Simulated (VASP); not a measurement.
Set up this calculation in VASP 6.6.1, as the native input.

```yaml
Task: single point
Functional: PBEsol
Dispersion: D4
Potentials_or_basis: VASP PAW PBE potentials, release 64 (Be, B)
Cutoff: 520 eV
k_mesh: 2 × 2 × 1
Occupations: fermi-dirac, width 0.1 eV
Spin: no spin polarisation
Dipole_correction: no
Further_INCAR_settings: ALGO = Normal; EDIFF = 1e-06; NBANDS = 14
```

The structure of Be2B3 (a cell with a defect) lies in POSCAR:

```
Be2B3
1.0
    2.9296900000      0.0000000000      0.0000000000
   -1.4648450000      2.5371860000      0.0000000000
    0.0000000000      0.0000000000      5.7546700000
Be B
2 3
Direct
    0.0000000000      0.0000000000      0.0000000000
    0.0000000000      0.0000000000      0.5000000000
    0.5833331102      0.4166667324      0.2499999131
    0.3333332676      0.6666665353      0.7499999131
    0.6666667324      0.3333334647      0.7499999131
```

These files were run (other wordings do the same):

INCAR

```
PREC = Accurate ; ENCUT = 520
EDIFF = 1E-6 ; ISMEAR = -1
SIGMA = 0.1 ; LREAL = F
LASPH = T ; NELM = 120
ALGO = Normal ; ISIF = 2
LWAVE = F ; LCHARG = T
GGA = PS ; IVDW = 13
LELF = T ; LVHAR = T
NBANDS = 14 ; GGA_COMPAT = F
```

KPOINTS

```
Automatic mesh
0
Gamma
  2 2 1
```

Potentials or basis: VASP PAW PBE potentials, release 64 (Be, B).

The run is started by

```sh
$ cat potpaw_PBE.64/Be/POTCAR potpaw_PBE.64/B/POTCAR > POTCAR
$ mpirun -np 1 vasp_std > vasp.out
```

It gave:

```json
{
 "Pressure": "-16.6 GPa",
 "Largest force": "0.606 eV/Å",
 "Dispersion energy per atom": "-0.105 eV"
}
```

Caveat: the k points lie up to 1.24 Å⁻¹ apart; the PAW data sets were made with another functional, which shifts forces and pressure a little.

It took 3.9 s on 1 thread of Intel(R) Xeon(R) 6975P-C (Granite Rapids), with other jobs on the host, peak memory 0.15 GiB.
